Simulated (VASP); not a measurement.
# KCl (Fm-3m) in VASP: a series of runs, part 2 of 2

VASP 6.6.1.

**4. Relaxation of cell and atoms, HSE06**

This run uses another cell than the first one, of 31.10 Å³/atom.

POSCAR reads:

```
KCl
1.0
    0.0000000000      3.1448470504      3.1448470504
    3.1448470504      0.0000000000      3.1448470504
    3.1448470504      3.1448470504      0.0000000000
K Cl
1 1
Direct
    0.0000000000      0.0000000000      0.0000000000
    0.5000000000      0.5000000000      0.5000000000
```

INCAR.step1 reads:

```
ALGO = Normal ; EDIFF = 1E-5
ENCUT = 600 ; GGA = PE
ISMEAR = -1 ; LASPH = True
LCHARG = False ; LREAL = False
LWAVE = True ; NBANDS = 15
NELM = 100 ; PREC = Accurate
SIGMA = 0.02
```

INCAR.step2 reads:

```
ALGO = Normal ; EDIFF = 1E-7
EDIFFG = -0.005 ; ENCUT = 600
GGA = PE ; HFSCREEN = 0.2079
IBRION = 2 ; ISIF = 3
ISMEAR = -1 ; ISTART = 1
LASPH = True ; LCHARG = False
LHFCALC = True ; LREAL = False
LWAVE = False ; NELM = 100
NSW = 80 ; PREC = Accurate
PRECFOCK = Normal ; SIGMA = 0.02
```

KPOINTS reads:

```
k-points
0
Gamma
  4 4 4
```

Potentials or basis: VASP PAW PBE potentials, release 64 (K_sv, Cl).

Command:

```sh
> cat potpaw_PBE.64/K_sv/POTCAR potpaw_PBE.64/Cl/POTCAR > POTCAR
> cp INCAR.step1 INCAR
> mpirun -np 1 vasp_std > vasp.out
> cp INCAR.step2 INCAR
> mpirun -np 1 vasp_std > vasp.out
```

OUTCAR:

```text
EDIFF = 1E-7
   EDIFFG = -0.005
   ENCUT = 600
   GGA = PE
   HFSCREEN = 0.2079
   IBRION = 2
   ISIF = 3
   ISMEAR = -1
   ISTART = 1
   LASPH = True
   LHFCALC = True
   LREAL = False
   NELM = 100
   NSW = 80
   PREC = Accurate
   PRECFOCK = Normal

 ion  position               nearest neighbor table
   1  0.000  0.000  0.000-   2 3.14   2 3.14   2 3.14   2 3.14   2 3.14   2 3.14
   2  0.500  0.500  0.500-   1 3.14   1 3.14   1 3.14   1 3.14   1 3.14   1 3.14

  LATTYP: Found a face centered cubic cell.
 ALAT       =     6.2896941008

  Lattice vectors:

 A1 = (   0.0000000000,   3.1448470504,   3.1448470504)
 A2 = (   3.1448470504,   0.0000000000,   3.1448470504)
 A3 = (   3.1448470504,   3.1448470504,   0.0000000000)

Analysis of symmetry for initial positions (statically):
=====================================================================
 Subroutine PRICEL returns:
 Original cell was already a primitive cell.

 Routine SETGRP: Setting up the symmetry group for a
 face centered cubic supercell.

 Subroutine GETGRP returns: Found 48 space group operations
 (whereof 48 operations were pure point group operations)
 out of a pool of 48 trial point group operations.

The static configuration has the point symmetry O_h .

Analysis of symmetry for dynamics (positions and initial velocities):
=====================================================================
 Subroutine PRICEL returns:
 Original cell was already a primitive cell.

 Routine SETGRP: Setting up the symmetry group for a
 face centered cubic supercell.

 Subroutine GETGRP returns: Found 48 space group operations
 (whereof 48 operations were pure point group operations)
 out of a pool of 48 trial point group operations.

The dynamic configuration has the point symmetry O_h .
[... 98 lines left out ...]
   EFERMI_NEDOS =   21; number of points for ismear=-14 and -15
   IALGO  =     38    algorithm
   IMIX   =      1    mixing-type and parameters
     AMIX     =   0.40;   BMIX     =  1.00
     AMIX_MAG =   1.60;   BMIX_MAG =  1.00
  volume/ion in A,a.u.               =      31.10       209.89
  Fermi-wavevector in a.u.,A,eV,Ry     =   1.041131  1.967452 14.748081  1.083953
  Thomas-Fermi vector in A             =   2.175738
   LORBIT       =      0    0 simple, 1 ext, 2 COOP (PROOUT), +10 PAW based schemes
   GGA     = PE    functional components
   LHFCALC =     T    Hartree Fock is set to
   PRECFOCK=normal    Normal, Fast or Accurate (Low or Medium for compatibility)
   ENCUT4O =  -1.0   cutoff for four orbital integrals eV
   NKREDX  =     1    reduce k-point grid by
   NKREDY  =     1    reduce k-point grid by
   NKREDZ  =     1    reduce k-point grid by
   AEXX    =    0.2500 exact exchange contribution
   HFSCREEN=    0.2079 screening length (either q_TF or 0.3 A-1)
   HFSCREENC=   0.2079 screening length for correlation (either q_TF or 0.3 A-1)
   ENCUTFOCK=  -1.0 apply spherical cutoff to Coloumb kernel
   IVDW    =     0    specifies the selected vdW correction
   LEPSILON=     F    determine dielectric tensor
   LRPA    =     F    only Hartree local field effects (RPA)
 conjugate gradient relaxation of ions
 non-spin polarized calculation
  energy-cutoff  :      600.00
  volume of cell :       62.21
 maximum number of plane-waves:      2120
  NGX = 28; NGY = 28; NGZ = 28

--------------------------------------- Ionic step        1  -------------------------------------------

 number of electron      16.0000001 magnetization

 Free energy of the ion-electron system (eV)
  ---------------------------------------------------
  ext. energy  EPLUGINS =         0.00000000
  ---------------------------------------------------
  free energy    TOTEN  =        -7.86543990 eV

  energy without entropy =       -7.86543990  energy(sigma->0) =       -7.86543990

------------------------ aborting loop because EDIFF is reached ----------------------------------------

  FORCE on cell =-STRESS in cart. coord.  units (eV):
  Direction    XX          YY          ZZ          XY          YZ          ZX
  --------------------------------------------------------------------------------------
  -------------------------------------------------------------------------------------
  Total        0.2161394      0.2161394      0.2161394      0.0000000     -0.0000000     -0.0000000
  in kB        5.5669317      5.5669317      5.5669317      0.0000000     -0.0000000     -0.0000000
  external PRESSURE =       5.5669317 kB  Pullay stress =       0.0000000 kB
[... 95 lines left out ...]
--------------------------------------- Ionic step        4  -------------------------------------------

 number of electron      15.9999998 magnetization

 Free energy of the ion-electron system (eV)
  ---------------------------------------------------
  ext. energy  EPLUGINS =         0.00000000
  ---------------------------------------------------
  free energy    TOTEN  =        -7.86852764 eV

  energy without entropy =       -7.86852764  energy(sigma->0) =       -7.86852764

 E-fermi :  -2.5012     XC(G=0):  -6.2169

 val. band max:       -2.9346771740   @ k =   0.0000   0.0000   0.0000
 cond. band min:       3.4612537536   @ k =   0.0000   0.0000   0.0000
 fundamental gap:      6.3959309276
 Fermi energy:        -2.5011789652

 k-point     1 :       0.0000    0.0000    0.0000
  band No.  band energies     occupation
      1     -32.2674      2.00000
      2     -16.1648      2.00000
      3     -14.3757      2.00000
      4     -14.3757      2.00000
      5     -14.3757      2.00000
      6      -2.9347      2.00000
      7      -2.9347      2.00000
      8      -2.9347      2.00000
      9       3.4613      0.00000
     10       6.9568      0.00000
     11       6.9568      0.00000
     12       6.9568      0.00000
[... 132 lines left out ...]
  FREE ENERGIE OF THE ION-ELECTRON SYSTEM (eV)
  ---------------------------------------------------
  free  energy   TOTEN  =        -7.8685276363 eV

  energy  without entropy=       -7.8685276363  energy(sigma->0) =       -7.86852764

 reached required accuracy - stopping structural energy minimisation
```

Run time: 53 min. Hardware: 1 thread of AMD EPYC 7R13, shared host; peak memory 0.31 GiB.

What came out:

- Free energy: -7.8685 eV
- Relaxed volume: 32.03 Å³/atom
- Relaxed cell: a = 4.491 Å, b = 4.491 Å, c = 4.491 Å, α = 60.00°, β = 60.00°, γ = 60.00°
- Space group after relaxing (to 0.1 Å): Fm-3m (No. 225)
- Energy gained by relaxing: 1.5 meV/atom
- Ionic steps: 4
- Pressure after relaxing: 0.0 GPa
- Band gap on the k mesh: 6.40 eV

The path:
```tsv
step	energy change (eV)	largest force (eV/Å)	pressure (GPa)	volume (Å³)
1	0.0000	0.0000	0.56	62.21
2	-0.0024	0.0000	0.25	63.18
3	-0.0031	0.0000	-0.03	64.18
4	-0.0031	0.0000	0.00	64.05
```

Final structure:
```cif
data_structure
_symmetry_space_group_name_H-M 'P 1'
_symmetry_Int_Tables_number 1
_cell_length_a 4.4911
_cell_length_b 4.4911
_cell_length_c 4.4911
_cell_angle_alpha 60.000
_cell_angle_beta 60.000
_cell_angle_gamma 60.000
_cell_volume 64.05
loop_
_atom_site_label
_atom_site_type_symbol
_atom_site_fract_x
_atom_site_fract_y
_atom_site_fract_z
_atom_site_occupancy
K1 K 0.00000 0.00000 0.00000 1
Cl1 Cl 0.50000 0.50000 0.50000 1
```

Caveat: the k points lie up to 0.43 Å⁻¹ apart in the final cell; the PAW data sets were made with another functional, which shifts forces and pressure a little. Zero-point motion and thermal expansion aren't in these numbers.

**5. The runs side by side**

| task | level | cell | k mesh | cutoff (eV) | grid for exact exchange (PRECFOCK) | share of exact exchange | screening parameter | gap on the mesh (eV) | pressure (GPa) | relaxed volume (Å³/atom) |
| --- | --- | --- | --- | --- | --- | --- | --- | --- | --- | --- |
| relaxation of cell and atoms | r2SCAN | relaxed from a = 4.510 Å, angles 60.0°, 2 atoms | 6 × 6 × 6 | 600 | - | - | - | 5.82 | 0.0 | 31.22 |
| single point | HSE06 | a = 4.486 Å, angles 60.0°, 2 atoms | 4 × 4 × 4 | 520 | Normal | 0.25 | 0.2079 1/Å | 6.41 | 0.0 | - |
| relaxation of cell and atoms | HSE06 | relaxed from a = 4.447 Å, angles 60.0°, 2 atoms | 4 × 4 × 4 | 600 | Normal | 0.25 | 0.2079 1/Å | 6.40 | 0.0 | 32.03 |

Alike in all rows: potentials or basis VASP PAW PBE potentials, release 64 (K_sv, Cl); no spin polarisation; smearing fermi-dirac 0.02 eV.

Caveats: some runs use coarse meshes; the PAW data sets were made with another functional, which shifts forces and pressure a little.

Total energies depend on the potentials used, so only differences within one code and one set of settings carry meaning.
